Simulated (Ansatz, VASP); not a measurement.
## One calculation of AlN, two programs

```
Al N
1.0
     3.13161    0.00000    0.00000
    -1.56580    2.71205    0.00000
     0.00000    0.00000    5.01097
Al N
2 2
Direct
  0.33333 0.66667 0.00000
  0.66667 0.33333 0.50000
  0.33333 0.66667 0.38500
  0.66667 0.33333 0.88500
```

Change from the starting cell: volume scaled by 1.02, crystal datasets.

Alike in both runs: task electric field gradients; functional PBEsol; k mesh 10 × 10 × 6; occupations fermi-dirac, width 0.03 eV; no spin polarisation.

|  | VASP | Ansatz |
| --- | --- | --- |
| version | VASP 6.6.1 | Ansatz 0.2.0 |
| potentials or method | VASP PAW PBE potentials, release 64 (Al, N), cutoff 520 eV | all-electron PAW with datasets made for the crystal, scalar-relativistic |

```tsv
	VASP	Ansatz	Ansatz less VASP
gap on the k mesh at the Fermi level (eV)	3.92	3.91	-0.006
pressure (GPa)	-3.4	-3.4	-0.08
traceless stress, the component that is largest in VASP (GPa)	-1.00	-0.97	+0.025
rms of the force components (eV/Å)	0.102	0.102	-0.0005
size of Vzz on the site where it differs most (V/Å²)	8.3	8.1	-0.24
```

VASP's potentials were made for PBE, not for PBEsol. Atom by atom the forces differ by 0.001 eV/Å (rms over components). Ansatz ran all-electron here, and VASP with PAW potentials.
